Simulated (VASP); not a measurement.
# LiCl (F-43m) in VASP: G0W0 quasiparticle levels with PBE

Aim: the G0W0 quasiparticle levels of LiCl with PBE.

Program: VASP 6.6.1. These are calculated values, not measurements. Logs are shortened: lines on timing, memory, paths and dates and some standing lists are left out, and cuts for length are marked.

**1. The cell of the first run**

The structure is cubic, space group F-43m (No. 216). Conventional cell: a = 5.466 Å, b = 5.466 Å, c = 5.466 Å, α = 90.00°, β = 90.00°, γ = 90.00°. Li (site symmetry -43m) has 4 Cl at 2.37 Å within 3.1 Å. Within 3.1 Å of Cl (site symmetry -43m) lie 4 Li at 2.37 Å.

**2. G0W0 quasiparticle levels, PBE**

Input file POSCAR:

```
LiCl
1.0
    0.0000000000      2.7330437090      2.7330437090
    2.7330437090      0.0000000000      2.7330437090
    2.7330437090      2.7330437090      0.0000000000
Li Cl
1 1
Direct
    0.0000000000      0.0000000000      0.0000000000
    0.2500000000      0.2500000000      0.2500000000
```

Input file INCAR.step1:

```
SYSTEM = LiCl
PREC = Accurate
ENCUT = 500
EDIFF = 1E-8
ISMEAR = 0
SIGMA = 0.01
LREAL = .False.
LASPH = .True.
NELM = 80
ALGO = Normal
LWAVE = .True.
LCHARG = .False.
GGA = PE
```

Input file INCAR.step2:

```
SYSTEM = LiCl
PREC = Accurate
ENCUT = 500
EDIFF = 1E-8
ISMEAR = 0
SIGMA = 0.01
LREAL = .False.
LASPH = .True.
NELM = 1
ALGO = Exact
LWAVE = .True.
LCHARG = .False.
GGA = PE
NBANDS = 125
LOPTICS = .True.
ISTART = 1
```

Input file INCAR.step3:

```
SYSTEM = LiCl
PREC = Accurate
ENCUT = 500
EDIFF = 1E-8
ISMEAR = 0
SIGMA = 0.01
LREAL = .False.
LASPH = .True.
ALGO = EVGW0
LWAVE = .False.
LCHARG = .False.
GGA = PE
NELMGW = 1
NBANDS = 125
ENCUTGW = 120.0
NOMEGA = 96
PRECFOCK = Fast
ISTART = 1
NBANDSGW = 12
OMEGAMAX = 20
```

Input file KPOINTS:

```
regular mesh
0
Gamma
  4 4 4
  0 0 0
```

Potentials or basis: VASP PAW PBE potentials, release 64 (Li_GW, Cl_GW).

Started as:

```bash
cat potpaw_PBE.64/Li_GW/POTCAR potpaw_PBE.64/Cl_GW/POTCAR > POTCAR
cp INCAR.step1 INCAR
mpirun -np 1 vasp_std > vasp.out
cp INCAR.step2 INCAR
mpirun -np 1 vasp_std > vasp.out
cp INCAR.step3 INCAR
mpirun -np 1 vasp_std > vasp.out
```

OUTCAR:

```text
SYSTEM = LiCl
   PREC = Accurate
   ENCUT = 500
   EDIFF = 1E-8
   ISMEAR = 0
   LREAL = .False.
   LASPH = .True.
   GGA = PE
   NELMGW = 1
   ENCUTGW = 120.0
   PRECFOCK = Fast
   ISTART = 1

 ion  position               nearest neighbor table
   1  0.000  0.000  0.000-   2 2.37   2 2.37   2 2.37   2 2.37
   2  0.250  0.250  0.250-   1 2.37   1 2.37   1 2.37   1 2.37

  LATTYP: Found a face centered cubic cell.
 ALAT       =     5.4660874180

  Lattice vectors:

 A1 = (   0.0000000000,   2.7330437090,   2.7330437090)
 A2 = (   2.7330437090,   0.0000000000,   2.7330437090)
 A3 = (   2.7330437090,   2.7330437090,   0.0000000000)

Analysis of symmetry for initial positions (statically):
=====================================================================
 Subroutine PRICEL returns:
 Original cell was already a primitive cell.

 Routine SETGRP: Setting up the symmetry group for a
 face centered cubic supercell.

 Subroutine GETGRP returns: Found 24 space group operations
 (whereof 24 operations were pure point group operations)
 out of a pool of 48 trial point group operations.

The static configuration has the point symmetry T_d .

Analysis of symmetry for dynamics (positions and initial velocities):
=====================================================================
 Subroutine PRICEL returns:
 Original cell was already a primitive cell.

 Routine SETGRP: Setting up the symmetry group for a
 face centered cubic supercell.

 Subroutine GETGRP returns: Found 24 space group operations
 (whereof 24 operations were pure point group operations)
 out of a pool of 48 trial point group operations.

The dynamic configuration has the point symmetry T_d .

 Subroutine INISYM returns: Found 24 space group operations
 (whereof 24 operations are pure point group operations),
 and found     1 'primitive' translations

----------------------------------------------------------------------------------------

                                     Primitive cell

  volume of cell :      40.8291

  direct lattice vectors                    reciprocal lattice vectors
     0.000000000  2.733043709  2.733043709    -0.182946214  0.182946214  0.182946214
     2.733043709  0.000000000  2.733043709     0.182946214 -0.182946214  0.182946214
     2.733043709  2.733043709  0.000000000     0.182946214  0.182946214 -0.182946214

  length of vectors
     3.865107480  3.865107480  3.865107480     0.316872138  0.316872138  0.316872138

  position of ions in fractional coordinates (direct lattice)
     0.000000000  0.000000000  0.000000000
     0.250000000  0.250000000  0.250000000

  ion indices of the primitive-cell ions
   primitive index   ion index
                 1           1
                 2           2

----------------------------------------------------------------------------------------

 KPOINTS: regular mesh

Automatic generation of k-mesh.
 Grid dimensions read from file:
 generate k-points for:    4    4    4

 Generating k-lattice:

  Cartesian coordinates                     Fractional coordinates (reciprocal lattice)
    -0.045736554  0.045736554  0.045736554     0.250000000  0.000000000  0.000000000
     0.045736554 -0.045736554  0.045736554     0.000000000  0.250000000  0.000000000
     0.045736554  0.045736554 -0.045736554     0.000000000  0.000000000  0.250000000

  Length of vectors
     0.079218035  0.079218035  0.079218035

  Shift w.r.t. Gamma in fractional coordinates (k-lattice)
     0.000000000  0.000000000  0.000000000

 Subroutine IBZKPT returns following result:
 ===========================================

 Found      8 irreducible k-points:

 Following reciprocal coordinates:
            Coordinates               Weight
  0.000000  0.000000  0.000000      1.000000
  0.250000  0.000000  0.000000      8.000000
  0.500000  0.000000  0.000000      4.000000
  0.250000  0.250000  0.000000      6.000000
  0.500000  0.250000  0.000000     24.000000
 -0.250000  0.250000  0.000000     12.000000
  0.500000  0.500000  0.000000      3.000000
 -0.250000  0.500000  0.250000      6.000000
   k-points           NKPTS =      8   k-points in BZ     NKDIM =     64   number of bands    NBANDS=    125
   number of dos      NEDOS =    301   number of ions     NIONS =      2
   total plane-waves  NPLWV =  21952
   dimension x,y,z NGX =    28 NGY =   28 NGZ =   28
   dimension x,y,z NGXF=    56 NGYF=   56 NGZF=   56
   ions per type =               1   1
   NGX,Y,Z   is equivalent  to a cutoff of  12.04, 12.04, 12.04 a.u.
   NGXF,Y,Z  is equivalent  to a cutoff of  24.09, 24.09, 24.09 a.u.
 SYSTEM =  LiCl
   PREC   = accura    normal or accurate (medium, high low for compatibility)
   ISTART =      1    job   : 0-new  1-cont  2-samecut
   ICHARG =      0    charge: 1-file 2-atom 10-const
   ISPIN  =      1    spin polarized calculation?
   LNONCOLLINEAR =      F non collinear calculations
   LSORBIT =      F    spin-orbit coupling
   LASPH  =      T    aspherical Exc in radial PAW
   ENCUT  =  500.0 eV  36.75 Ry    6.06 a.u.   7.05  7.05  7.05*2*pi/ulx,y,z
   NELM   =     60;   NELMIN=  2; NELMDL=  0     # of ELM steps
   EDIFF  = 0.1E-07   stopping-criterion for ELM
   LREAL  =      F    real-space projection
   EDIFFG = 0.1E-06   stopping-criterion for IOM
   NSW    =      0    number of steps for IOM
   IBRION =     -1    ionic relax: 0-MD 1-quasi-New 2-CG
   NFREE  =      0    steps in history (QN), initial steepest desc. (CG)
   ISIF   =      0    stress and relaxation
   ISYM   =      3    0-nonsym 1-usesym 2-fastsym
   POTIM  = 0.5000    time-step for ionic-motion
   TEBEG  =    0.0;   TEEND  =   0.0 temperature during run
   PSTRESS=    0.0 pullay stress
   NELECT =       8.0000    total number of electrons
   NUPDOWN=      -1.0000    fix difference up-down
   EMIN   =  10.00;   EMAX   =-10.00  energy-range for DOS
   EFERMI =   0.00;   METHOD = LEGACY
   ISMEAR =     0;   SIGMA  =   0.01  broadening in eV -4-tet -1-fermi 0-gaus
   EFERMI_NEDOS =   21; number of points for ismear=-14 and -15
   IALGO  =     38    algorithm
   IMIX   =      4    mixing-type and parameters
     AMIX     =   0.40;   BMIX     =  1.00
     AMIX_MAG =   1.60;   BMIX_MAG =  1.00
  volume/ion in A,a.u.               =      20.41       137.76
  Fermi-wavevector in a.u.,A,eV,Ry     =   0.950856  1.796858 12.301406  0.904128
  Thomas-Fermi vector in A             =   2.079272
   LORBIT       =      0    0 simple, 1 ext, 2 COOP (PROOUT), +10 PAW based schemes
   GGA     = PE    functional components
   LHFCALC =     T    Hartree Fock is set to
   PRECFOCK=fast      Normal, Fast or Accurate (Low or Medium for compatibility)
   ENCUT4O =  -1.0   cutoff for four orbital integrals eV
   NKREDX  =     1    reduce k-point grid by
   NKREDY  =     1    reduce k-point grid by
   NKREDZ  =     1    reduce k-point grid by
   AEXX    =    1.0000 exact exchange contribution
   HFSCREEN=    0.0000 screening length (either q_TF or 0.3 A-1)
   HFSCREENC=   0.0000 screening length for correlation (either q_TF or 0.3 A-1)
   ENCUTFOCK=  -1.0 apply spherical cutoff to Coloumb kernel
   IVDW    =     0    specifies the selected vdW correction
   LEPSILON=     F    determine dielectric tensor
   LRPA    =     F    only Hartree local field effects (RPA)
   LRPAFORCE           =     F    calculate RPA forces
   ENCUTGW             = 120.0    cutoff for response function in eV
   ENCUTGWSOFT         =  96.0    soft cutoff for Coulomb kernel in GW response function in eV
   ENCUTLF             =  -1.0    cutoff for local field effects
   NELMGW              =     1    number of iterations in solving QP/BSE equation
   NELMHF              =     1    number of iterations in the inner HF iteration
   NKREDLFX            =     1    NKREDLFY  =   1   NKREDLFZ  =   1
 non-spin polarized calculation
 Gauss-broadening in eV      SIGMA  =   0.01
  energy-cutoff  :      500.00
  volume of cell :       40.83
 maximum number of plane-waves:      1056
  NGX = 16; NGY = 16; NGZ = 16
   NGX = 15   NGY = 15   NGZ = 15
 maximum number of plane-waves:       126
 NGX is ok and might be reduce to    14

 QP shifts <psi_nk| G(iteration)W_0 |psi_nk>: iteration 1
 for sc-GW calculations column KS-energies equals QP-energies in previous step
 and V_xc(KS)=  KS-energies - (<T + V_ion + V_H > + <T+V_H+V_ion>^1  + <V_x>^1)

 k-point   1 :       0.0000    0.0000    0.0000
  band No.  KS-energies  QP-energies   sigma(KS)   V_xc(KS)     V^pw_x(r,r')   Z            occupation Imag(sigma)

      1     -15.1458     -16.4523     -16.6367     -14.9600     -24.2651       0.7792       2.0000       1.4152
      2      -2.4011      -4.3785     -17.0000     -14.5471     -18.9236       0.8062       2.0000       0.0345
      3      -2.4011      -4.3785     -17.0000     -14.5471     -18.9236       0.8062       2.0000       0.0345
      4      -2.4011      -4.3785     -17.0000     -14.5471     -18.9236       0.8062       2.0000       0.0345
      5       3.6450       4.4024      -6.1535      -7.0403      -3.1583       0.8540       0.0000      -0.0416
      6       7.7057       9.2088      -6.6543      -8.4340      -3.4144       0.8446       0.0000      -0.0470
      7       7.7057       9.2088      -6.6543      -8.4340      -3.4144       0.8446       0.0000      -0.0470
      8       7.7057       9.2088      -6.6543      -8.4340      -3.4144       0.8446       0.0000      -0.0470
      9      11.8903      13.6094      -8.1955     -10.3006      -4.4385       0.8166       0.0000      -0.0751
     10      11.8903      13.6094      -8.1955     -10.3006      -4.4385       0.8166       0.0000      -0.0751
     11      15.3084      15.8849      -5.4562      -6.1812      -1.2874       0.7952       0.0000      -0.2881
     12      15.3084      15.8849      -5.4562      -6.1812      -1.2874       0.7952       0.0000      -0.2881

 k-point   2 :       0.2500    0.0000    0.0000
  band No.  KS-energies  QP-energies   sigma(KS)   V_xc(KS)     V^pw_x(r,r')   Z            occupation Imag(sigma)
[... 97 lines left out ...]
      1     -14.7479     -15.8142     -16.9813     -15.4353     -24.5642       0.6897       2.0000       1.1661
      2      -3.8169      -6.0114     -15.6689     -12.9031     -17.7573       0.7934       2.0000       0.0412
      3      -3.5362      -5.7122     -16.0149     -13.2689     -18.0953       0.7924       2.0000       0.0391
      4      -3.3878      -5.4951     -15.8794     -13.2294     -17.8817       0.7952       2.0000       0.0374
      5       5.7300       6.6475      -6.5480      -7.6318      -3.5714       0.8465       0.0000      -0.0436
      6       8.3184       9.4709      -7.0389      -8.4116      -3.7965       0.8396       0.0000      -0.0507
      7       8.4068       9.6516      -6.1393      -7.6272      -2.6735       0.8366       0.0000      -0.0562
      8       9.4188      10.9661      -7.7044      -9.5862      -4.1451       0.8223       0.0000      -0.0586
      9      11.7278      13.1841      -6.9670      -8.7889      -2.9733       0.7993       0.0000      -0.0944
     10      13.6204      15.6347      -8.7839     -11.3204      -4.6302       0.7941       0.0000      -0.1015
     11      14.6172      15.6569      -7.3086      -8.6240      -3.0231       0.7904       0.0000      -0.2316
     12      14.7618      16.6284      -8.5742     -10.9123      -4.2406       0.7983       0.0000      -0.1860
```

Wall time 52 s (1 thread of Intel Xeon 6975P-C (Granite Rapids), shared host); peak memory 0.38 GiB.

What came out:

```
Quasiparticle gap                                   : 8.78 eV
Least direct quasiparticle gap                      : 8.78 eV
Band gap of the starting levels on the mesh         : 6.05 eV
Least direct gap of the starting levels on the mesh : 6.05 eV
```

Caveat: the k points lie up to 0.50 Å⁻¹ apart; bands, screening cutoff and mesh are small and nothing is extrapolated, so the quasiparticle values aren't converged; the structure was generated, so it needn't be the stable form of LiCl.
